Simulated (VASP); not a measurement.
# GeB27P26 (a cell with a defect) in VASP: single point with PBE

Aim: the single point of GeB27P26 (a cell with a defect) with PBE.

Program: VASP 6.6.1. These are calculated values, not measurements. Logs are shortened: lines on timing, memory, paths and dates and some standing lists are left out, and cuts for length are marked.

**1. The cell of the first run**

The cell holds a defect, 54 atoms: a = 9.627 Å, b = 9.627 Å, c = 9.627 Å, α = 60.00°, β = 60.00°, γ = 60.00°.

**2. Single point, PBE, collinear spin**

File INCAR:

```
PREC = Accurate ; ENCUT = 420
EDIFF = 1E-6 ; ISMEAR = -1
SIGMA = 0.01 ; LREAL = Auto
LASPH = True ; NELM = 200
ALGO = Normal ; ISIF = 2
LWAVE = False ; LCHARG = False
ISPIN = 2 ; MAGMOM = 0 0 0 0 0 0 0 0 0 0 0 0 0 0 0 0 0 0 0 0 0 0 0 0 0 0 0 1 0 0 0 0 0 0 0 0 0 0 0 0 0 0 0 0 0 0 0 0 0 0 0 0 0 0
LORBIT = 11 ; GGA = PE
NBANDS = 150 ; GGA_COMPAT = False
KPAR = 4
```

File KPOINTS:

```
regular mesh
0
Gamma
  3 3 3
```

File POSCAR:

```
GeB27P26
1.0
    0.0000000000      6.8070000000      6.8070000000
    6.8070000000      0.0000000000      6.8070000000
    6.8070000000      6.8070000000      0.0000000000
B Ge P
27 1 26
Direct
   -0.0036712769     -0.0036712769     -0.0036712769
   -0.0036712769     -0.0036712769      0.3443471639
    0.0004022843      0.0004022843      0.6662643824
   -0.0036712769      0.3443471639     -0.0036712769
   -0.0000636361      0.3331784317      0.3331784317
   -0.0000636361      0.3331784317      0.6670401061
    0.0004022843      0.6662643824      0.0004022843
   -0.0000636361      0.6670401061      0.3331784317
    0.0004022843      0.6662643824      0.6662643824
    0.3443471639     -0.0036712769     -0.0036712769
    0.3331784317     -0.0000636361      0.3331784317
    0.3331784317     -0.0000636361      0.6670401061
    0.3331784317      0.3331784317     -0.0000636361
    0.3333333333      0.3333333333      0.3333333333
    0.3331784317      0.3331784317      0.6670401061
    0.3331784317      0.6670401061     -0.0000636361
    0.3331784317      0.6670401061      0.3331784317
    0.3334763317      0.6666190005      0.6666190005
    0.6662643824      0.0004022843      0.0004022843
    0.6670401061     -0.0000636361      0.3331784317
    0.6662643824      0.0004022843      0.6662643824
    0.6670401061      0.3331784317     -0.0000636361
    0.6670401061      0.3331784317      0.3331784317
    0.6666190005      0.3334763317      0.6666190005
    0.6662643824      0.6662643824      0.0004022843
    0.6666190005      0.6666190005      0.3334763317
    0.6666190005      0.6666190005      0.6666190005
    0.0833333333      0.0833333333      0.0833333333
    0.0827365250      0.0827365250      0.4176538242
    0.0827365250      0.0827365250      0.7502064591
    0.0827365250      0.4176538242      0.0827365250
    0.0833346991      0.4166662114      0.4166662114
    0.0827365250      0.4176538242      0.7502064591
    0.0827365250      0.7502064591      0.0827365250
    0.0827365250      0.7502064591      0.4176538242
    0.0833699868      0.7499877822      0.7499877822
    0.4176538242      0.0827365250      0.0827365250
    0.4166662114      0.0833346991      0.4166662114
    0.4176538242      0.0827365250      0.7502064591
    0.4166662114      0.4166662114      0.0833346991
    0.4166662114      0.4166662114      0.4166662114
    0.4165954870      0.4165954870      0.7500711796
    0.4176538242      0.7502064591      0.0827365250
    0.4165954870      0.7500711796      0.4165954870
    0.4165954870      0.7500711796      0.7500711796
    0.7502064591      0.0827365250      0.0827365250
    0.7502064591      0.0827365250      0.4176538242
    0.7499877822      0.0833699868      0.7499877822
    0.7502064591      0.4176538242      0.0827365250
    0.7500711796      0.4165954870      0.4165954870
    0.7500711796      0.4165954870      0.7500711796
    0.7499877822      0.7499877822      0.0833699868
    0.7500711796      0.7500711796      0.4165954870
    0.7499877822      0.7499877822      0.7499877822
```

Potentials or basis: VASP PAW PBE potentials, release 64 (B, Ge_d, P).

Launch:

```sh
cat potpaw_PBE.64/B/POTCAR potpaw_PBE.64/Ge_d/POTCAR potpaw_PBE.64/P/POTCAR > POTCAR
mpirun -np 4 vasp_std > vasp.out
```

OUTCAR:

```text
PREC = Accurate
   ENCUT = 420
   EDIFF = 1E-6
   ISMEAR = -1
   LREAL = Auto
   LASPH = True
   NELM = 200
   ISIF = 2
   ISPIN = 2
   LORBIT = 11
   GGA = PE

 ion  position               nearest neighbor table
   1  0.996  0.996  0.996-  30 1.94  34 1.94  46 1.94  28 2.05
   2  0.996  0.996  0.344-  35 1.94  47 1.94  29 1.94  28 2.05
   3  0.000  0.000  0.666-  30 1.95  29 1.95  36 1.97  48 1.97
   4  0.996  0.344  0.996-  49 1.94  33 1.94  31 1.94  28 2.05
   5  1.000  0.333  0.333-  50 1.96  32 1.97  29 1.97  31 1.97
   6  1.000  0.333  0.667-  51 1.96  32 1.97  33 1.97  30 1.97
[... 46 lines left out ...]
  53  0.750  0.750  0.417-   8 1.96  20 1.96  27 1.97  26 1.97
  54  0.750  0.750  0.750-  27 1.97  21 1.97  25 1.97   9 1.97

  LATTYP: Found a face centered cubic cell.
 ALAT       =    13.6140000000

  Lattice vectors:

 A1 = (   0.0000000000,   6.8070000000,   6.8070000000)
 A2 = (   6.8070000000,   0.0000000000,   6.8070000000)
 A3 = (   6.8070000000,   6.8070000000,   0.0000000000)

Analysis of symmetry for initial positions (statically):
=====================================================================
 Subroutine PRICEL returns:
 Original cell was already a primitive cell.

 Routine SETGRP: Setting up the symmetry group for a
 face centered cubic supercell.

 Subroutine GETGRP returns: Found 24 space group operations
 (whereof  6 operations were pure point group operations)
 out of a pool of 48 trial point group operations.

The static configuration has the point symmetry C_3v.
 The point group associated with its full space group is T_d .

Analysis of symmetry for dynamics (positions and initial velocities):
=====================================================================
 Subroutine PRICEL returns:
 Original cell was already a primitive cell.

 Routine SETGRP: Setting up the symmetry group for a
 face centered cubic supercell.

 Subroutine GETGRP returns: Found 24 space group operations
 (whereof  6 operations were pure point group operations)
 out of a pool of 48 trial point group operations.

The dynamic configuration has the point symmetry C_3v.
 The point group associated with its full space group is T_d .

Analysis of structural, dynamic, and magnetic symmetry:
=====================================================================
 Subroutine PRICEL returns:
 Original cell was already a primitive cell.

 Routine SETGRP: Setting up the symmetry group for a
 face centered cubic supercell.

 Subroutine GETGRP returns: Found 24 space group operations
 (whereof  6 operations were pure point group operations)
 out of a pool of 48 trial point group operations.

The overall configuration has the point symmetry C_3v.
 The point group associated with its full space group is T_d .

 Subroutine INISYM returns: Found 24 space group operations
 (whereof  6 operations are pure point group operations),
 and found     1 'primitive' translations

----------------------------------------------------------------------------------------

                                     Primitive cell

  volume of cell :     630.8081

  direct lattice vectors                    reciprocal lattice vectors
     0.000000000  6.807000000  6.807000000    -0.073453798  0.073453798  0.073453798
     6.807000000  0.000000000  6.807000000     0.073453798 -0.073453798  0.073453798
     6.807000000  6.807000000  0.000000000     0.073453798  0.073453798 -0.073453798

  length of vectors
     9.626551719  9.626551719  9.626551719     0.127225709  0.127225709  0.127225709

  position of ions in fractional coordinates (direct lattice)
     0.996328723  0.996328723  0.996328723
     0.996328723  0.996328723  0.344347164
     0.000402284  0.000402284  0.666264382
     0.996328723  0.344347164  0.996328723
     0.999936364  0.333178432  0.333178432
     0.999936364  0.333178432  0.667040106
[... 46 lines left out ...]
     0.750071180  0.750071180  0.416595487
     0.749987782  0.749987782  0.749987782

  ion indices of the primitive-cell ions
   primitive index   ion index
[... 92 lines left out ...]
   ions per type =              27   1  26
   NGX,Y,Z   is equivalent  to a cutoff of  11.05, 11.05, 11.05 a.u.
   NGXF,Y,Z  is equivalent  to a cutoff of  22.10, 22.10, 22.10 a.u.
 SYSTEM =  unknown system
   PREC   = accura    normal or accurate (medium, high low for compatibility)
   ISTART =      0    job   : 0-new  1-cont  2-samecut
   ICHARG =      2    charge: 1-file 2-atom 10-const
   ISPIN  =      2    spin polarized calculation?
   LNONCOLLINEAR =      F non collinear calculations
   LSORBIT =      F    spin-orbit coupling
   LASPH  =      T    aspherical Exc in radial PAW
   ENCUT  =  420.0 eV  30.87 Ry    5.56 a.u.  16.09 16.09 16.09*2*pi/ulx,y,z
   NELM   =    200;   NELMIN=  2; NELMDL= -5     # of ELM steps
   EDIFF  = 0.1E-05   stopping-criterion for ELM
   LREAL  =      T    real-space projection
   EDIFFG = 0.1E-04   stopping-criterion for IOM
   NSW    =      0    number of steps for IOM
   IBRION =     -1    ionic relax: 0-MD 1-quasi-New 2-CG
   NFREE  =      0    steps in history (QN), initial steepest desc. (CG)
   ISIF   =      2    stress and relaxation
   ISYM   =      2    0-nonsym 1-usesym 2-fastsym
   POTIM  = 0.5000    time-step for ionic-motion
   TEBEG  =    0.0;   TEEND  =   0.0 temperature during run
   PSTRESS=    0.0 pullay stress
   NELECT =     225.0000    total number of electrons
   NUPDOWN=      -1.0000    fix difference up-down
   EMIN   =  10.00;   EMAX   =-10.00  energy-range for DOS
   EFERMI =   0.00;   METHOD = LEGACY
   ISMEAR =    -1;   SIGMA  =   0.01  broadening in eV -4-tet -1-fermi 0-gaus
   EFERMI_NEDOS =   21; number of points for ismear=-14 and -15
   IALGO  =     38    algorithm
   IMIX   =      4    mixing-type and parameters
     AMIX     =   0.40;   BMIX     =  1.00
     AMIX_MAG =   1.60;   BMIX_MAG =  1.00
  volume/ion in A,a.u.               =      11.68        78.83
  Fermi-wavevector in a.u.,A,eV,Ry     =   1.161012  2.193994 18.339948  1.347948
  Thomas-Fermi vector in A             =   2.297588
   LORBIT       =     11    0 simple, 1 ext, 2 COOP (PROOUT), +10 PAW based schemes
   GGA     = PE    functional components
   LHFCALC =     F    Hartree Fock is set to
   AEXX    =    0.0000 exact exchange contribution
   IVDW    =     0    specifies the selected vdW correction
   LEPSILON=     F    determine dielectric tensor
   LRPA    =     F    only Hartree local field effects (RPA)
 spin polarized calculation
  energy-cutoff  :      420.00
  volume of cell :      630.81
 maximum number of plane-waves:     12339
   NGX = 33   NGY = 33   NGZ = 33

 number of electron     224.9999999 magnetization       0.5946385

 Free energy of the ion-electron system (eV)
  ---------------------------------------------------
  ext. energy  EPLUGINS =         0.00000000
  ---------------------------------------------------
  free energy    TOTEN  =      -345.95348070 eV

  energy without entropy =     -345.94629976  energy(sigma->0) =     -345.94989023

 E-fermi :   7.3067     XC(G=0): -10.9409

 val. band max:        7.2991574879   @ k =  -0.3333   0.3333   0.0000
 cond. band min:       7.3310362519   @ k =   0.3333   0.0000   0.0000
 fundamental gap:      0.0318787639
 Fermi energy:         7.3067128951

 spin component 1

 k-point     1 :       0.0000    0.0000    0.0000
  band No.  band energies     occupation
      1     -15.8868      1.00000
      2     -15.8868      1.00000
      3     -15.8868      1.00000
      4     -15.8416      1.00000
      5     -15.8416      1.00000
      6      -8.0513      1.00000
[... 497 lines left out ...]
    123      10.6608      0.00000
    124      10.7187      0.00000
 Fermi energy:         7.3067128951

 spin component 2

 k-point     1 :       0.0000    0.0000    0.0000
  band No.  band energies     occupation
      1     -15.8765      1.00000
      2     -15.8765      1.00000
      3     -15.8765      1.00000
      4     -15.8336      1.00000
      5     -15.8335      1.00000
      6      -8.0403      1.00000
[... 497 lines left out ...]
    123      10.6677      0.00000
    124      10.7259      0.00000
 [bands above 124 left out]

------------------------ aborting loop because EDIFF is reached ----------------------------------------

  FORCE on cell =-STRESS in cart. coord.  units (eV):
  Direction    XX          YY          ZZ          XY          YZ          ZX
  --------------------------------------------------------------------------------------
  -------------------------------------------------------------------------------------
  Total        7.5931796      7.5931796      7.5931796      0.0000000      0.0000000     -0.0000000
  in kB       19.2857710     19.2857710     19.2857710      0.0000000      0.0000000     -0.0000000
  external PRESSURE =      19.2857710 kB  Pullay stress =       0.0000000 kB

 VOLUME and BASIS-vectors are now :
 -----------------------------------------------------------------------------
  energy-cutoff  :      420.00
  volume of cell :      630.81
      direct lattice vectors                 reciprocal lattice vectors
     0.000000000  6.807000000  6.807000000    -0.073453798  0.073453798  0.073453798
     6.807000000  0.000000000  6.807000000     0.073453798 -0.073453798  0.073453798
     6.807000000  6.807000000  0.000000000     0.073453798  0.073453798 -0.073453798

 POSITION                                       TOTAL-FORCE (eV/Angst)
 -----------------------------------------------------------------------------------
     13.56402     13.56402     13.56402         0.005297      0.005297      0.005297
      9.12598      9.12598     13.56402        -0.005297     -0.005297      0.005297
      4.53800      4.53800      0.00548        -0.000000      0.000000      0.003643
      9.12598     13.56402      9.12598        -0.005297      0.005297     -0.005297
      4.53589      9.07451      9.07451        -0.003639      0.000139      0.000139
      6.80849     11.34711      9.07451        -0.000139      0.003639      0.000139
[... 46 lines left out ...]
      7.94150      7.94150     10.21147        -0.000000      0.000000     -0.003063
     10.21033     10.21033     10.21033         0.003043      0.003043      0.003043
 -----------------------------------------------------------------------------------
    total drift:                               -0.000115     -0.000115     -0.000114

  FREE ENERGIE OF THE ION-ELECTRON SYSTEM (eV)
  ---------------------------------------------------
  free  energy   TOTEN  =      -345.9534806967 eV

  energy  without entropy=     -345.9462997551  energy(sigma->0) =     -345.94989023

 total charge

# of ion       s       p       d       tot
------------------------------------------
    1        0.679   1.299   0.000   1.978
    2        0.679   1.299   0.000   1.978
    3        0.673   1.276   0.000   1.949
    4        0.679   1.299   0.000   1.978
    5        0.668   1.268   0.000   1.936
    6        0.668   1.268   0.000   1.936
[... 46 lines left out ...]
   53        0.993   1.576   0.000   2.569
   54        0.994   1.572   0.000   2.566
--------------------------------------------------
tot         45.054  76.851  10.084 131.989

 magnetization (x)

# of ion       s       p       d       tot
------------------------------------------
    1        0.001   0.023   0.000   0.024
    2        0.001   0.023   0.000   0.024
    3        0.001   0.012   0.000   0.013
    4        0.001   0.023   0.000   0.024
    5        0.000   0.004   0.000   0.004
    6        0.000   0.004   0.000   0.004
[... 46 lines left out ...]
   53       -0.000   0.002   0.000   0.002
   54       -0.000   0.002   0.000   0.002
--------------------------------------------------
tot          0.010   0.387   0.006   0.403
```

Run time: 10 min. Hardware: 4 MPI ranks of Intel Xeon Platinum 8488C (Sapphire Rapids), shared host; peak memory 1.1 GiB.

What came out:

```yaml
Free_energy: -345.9535 eV
Pressure: 1.9 GPa
Largest_force: 0.016 eV/Å
Net_moment: 0.59 μB per cell
Site_moments: B +0.02, +0.01, +0.00 (each value once); Ge +0.05; P +0.01, +0.00 (each value once) μB
Valence_electrons_inside_the_program's_atomic_spheres: B 1.98, 1.95, 1.94 (each value once); Ge 12.68; P 2.57, 2.56 (each value once)
```

Forces on the atoms (eV/Å):
```
B    0.005  0.005  0.005
B   -0.005 -0.005  0.005
B    0.000  0.000  0.004
B   -0.005  0.005 -0.005
B   -0.004  0.000  0.000
B    0.000  0.004  0.000
B    0.000  0.004  0.000
B    0.000  0.000  0.004
B   -0.004  0.000  0.000
B    0.005 -0.005 -0.005
B    0.000 -0.004  0.000
B    0.004  0.000  0.000
B    0.000  0.000 -0.004
B    0.000  0.000  0.000
B    0.000  0.000 -0.004
B    0.004  0.000  0.000
B    0.000 -0.004  0.000
B    0.001 -0.001 -0.001
B    0.004  0.000  0.000
B    0.000  0.000  0.004
B    0.000 -0.004  0.000
B    0.000  0.004  0.000
B   -0.004  0.000  0.000
B   -0.001  0.001 -0.001
B    0.000  0.000 -0.004
B   -0.001 -0.001  0.001
B    0.001  0.001  0.001
Ge   0.000  0.000  0.000
P   -0.004 -0.004  0.000
P    0.004  0.004  0.000
P   -0.004  0.000 -0.004
P    0.009 -0.009 -0.009
P    0.000  0.004 -0.004
P    0.004  0.000  0.004
P    0.000 -0.004  0.004
P    0.003 -0.003 -0.003
P    0.000 -0.004 -0.004
P   -0.009  0.009 -0.009
P    0.004  0.000 -0.004
P   -0.009 -0.009  0.009
P    0.009  0.009  0.009
P    0.000  0.000  0.003
P    0.004 -0.004  0.000
P    0.000  0.003  0.000
P   -0.003  0.000  0.000
P    0.000  0.004  0.004
P   -0.004  0.000  0.004
P   -0.003  0.003 -0.003
P   -0.004  0.004  0.000
P    0.003  0.000  0.000
P    0.000 -0.003  0.000
P   -0.003 -0.003  0.003
P    0.000  0.000 -0.003
P    0.003  0.003  0.003
```
